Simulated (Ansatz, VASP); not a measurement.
## One calculation of KI, two programs

```
K I
1.0
     0.00000    3.45630    3.41093
     3.45630    0.00000    3.41093
     3.45630    3.45630    0.00000
K I
1 1
Cartesian
  0.0000 0.0000 -0.1976
  3.4563 3.4563 3.4718
```

Change from the starting cell: mode 6 frozen in at -0.198 Å, equal normal strain along x and y +0.0133.

Alike in both runs: task single point; functional LDA; k mesh 6 × 6 × 6; occupations gaussian, width 0.05 eV; no spin polarisation.

|  | VASP | Ansatz |
| --- | --- | --- |
| version | VASP 6.6.1 | Ansatz 0.2.0 |
| potentials or method | VASP PAW LDA potentials, release 64 (K_sv, I), cutoff 520 eV | scalar-relativistic, plane waves, PAW |
| valence electrons in the cell | 16 | 26 |

VASP gave:

- gap on the k mesh at the Fermi level (eV): 3.81
- least direct gap on the mesh (eV): 3.81
- pressure (GPa): 0.0
- traceless stress, the component that is largest in VASP (GPa): 1.27
- rms of the force components (eV/Å): 0.266

Q: Estimate Ansatz's values.

A: gap on the k mesh at the Fermi level (eV): 3.80; least direct gap on the mesh (eV): 3.80; pressure (GPa): 0.0; traceless stress, the component that is largest in VASP (GPa): 1.25; rms of the force components (eV/Å): 0.261.

LDA's correlation is that of Perdew and Zunger in VASP and of Perdew and Wang (1992) in Ansatz. Atom by atom the forces differ by 0.005 eV/Å (rms over components). VASP's potentials hold 16 valence electrons a cell and Ansatz's 26, so a difference there can come from the potentials and not from the codes.

Neither program's run includes spin-orbit coupling.
